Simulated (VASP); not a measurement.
Input of a VASP 6.6.1 run:

Contents of INCAR:

```
SYSTEM = LuN3O9
PREC = Accurate
ENCUT = 520
EDIFF = 1E-6
ISMEAR = 0
SIGMA = 0.01
LREAL = .False.
LASPH = .True.
NELM = 80
ALGO = Normal
ISIF = 2
LWAVE = .False.
LCHARG = .False.
GGA = PE
NBANDS = 59
```

KPOINTS

```
regular mesh
0
Gamma
  1 1 1
  0 0 0
```

File POSCAR:

```
LuN3O9
1.0
   14.8300000000      0.0000000000      0.0000000000
    0.0000000000     15.7300000000      0.0000000000
    0.0000000000      0.0000000000     11.1000000000
Lu O N
1 9 3
Direct
    0.4343938000      0.4999173600      0.5002234200
    0.5682636500      0.5154310200      0.5950414400
    0.5682636500      0.4844030500      0.4054054100
    0.6963007400      0.4999160800      0.5002234200
    0.3532083600      0.6014621700      0.5950414400
    0.3817100500      0.6169764800      0.4054054100
    0.3034410000      0.7137584200      0.5002234200
    0.3817087000      0.3828588700      0.5950414400
    0.3532070100      0.3983731700      0.4054054100
    0.3034389800      0.2860775600      0.5002234200
    0.6163014200      0.4999167200      0.5002234200
    0.3434403200      0.6484412000      0.5002234200
    0.3434389800      0.3513947900      0.5002234200
```

Potentials or basis: VASP PAW PBE potentials, release 64 (Lu, O, N).

Run with:

```bash
$ cat potpaw_PBE.64/Lu/POTCAR potpaw_PBE.64/O/POTCAR potpaw_PBE.64/N/POTCAR > POTCAR
$ mpirun -np 1 vasp_gam > vasp.out
```

(1) What does it give for the largest force?

(2) Predict the gap between the frontier levels.

Answers

(1) 1.909 eV/Å.

(2) 3.78 eV.

Caveat: the standard files for N, O and F lose accuracy on very short bonds; spin-orbit coupling is left out, which moves the levels of the heavy elements.
